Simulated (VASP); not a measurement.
Write the native input for VASP 6.6.1 that does the following.

```
Task                   : single point
Functional             : PBEsol
Potentials or basis    : VASP PAW PBE potentials, release 64 (Cu_sv_GW, O)
Cutoff                 : 700 eV
k mesh                 : 9 × 9 × 5
Occupations            : fermi-dirac, width 0.05 eV
Spin                   : no spin polarisation
Dipole correction      : no
Further INCAR settings : ALGO = Normal; EDIFF = 1e-06; NBANDS = 33
```

The structure of CuO lies in POSCAR:

```
CuO
1.0
    2.8795009639      0.0000000000      0.0000000000
    0.0390727580      2.8792794796      0.0000000000
    0.0174953863      0.0172449008      5.1763391994
Cu O
2 2
Direct
    0.0000000000      0.5000000000      0.0000000000
    0.5000000000      0.0000000000      0.5000000000
    0.9984239700      0.0016717800      0.7498871000
    0.0015760300      0.9983282200      0.2501129000
```

One way to write it, as run:

INCAR

```
PREC = Accurate
ENCUT = 700
EDIFF = 1E-6
ISMEAR = -1
SIGMA = 0.05
LREAL = F
LASPH = T
NELM = 120
ALGO = Normal
ISIF = 2
LWAVE = F
LCHARG = F
GGA = PS
NBANDS = 33
GGA_COMPAT = F
```

KPOINTS

```
regular mesh
0
Gamma
  9 9 5
```

Potentials or basis: VASP PAW PBE potentials, release 64 (Cu_sv_GW, O).

Run with:

```sh
$ cat potpaw_PBE.64/Cu_sv_GW/POTCAR potpaw_PBE.64/O/POTCAR > POTCAR
$ mpirun -np 1 vasp_std > vasp.out
```

It gave:

| Item | Value |
| --- | --- |
| Pressure | -4.5 GPa |
| Largest force | 0.012 eV/Å |
| Band gap on the k mesh | zero (bands 25 and 26 overlap by 0.95 eV) |

Caveat: the cell stands under tension; the PAW data sets were made with another functional, which shifts forces and pressure a little; semilocal functionals often make such compounds metallic where correlation or magnetic order opens a gap, which also shifts bond lengths.

Wall time 3.8 min on 1 thread of Intel(R) Xeon(R) 6975P-C (Granite Rapids), on a shared host, peak memory 0.52 GiB.
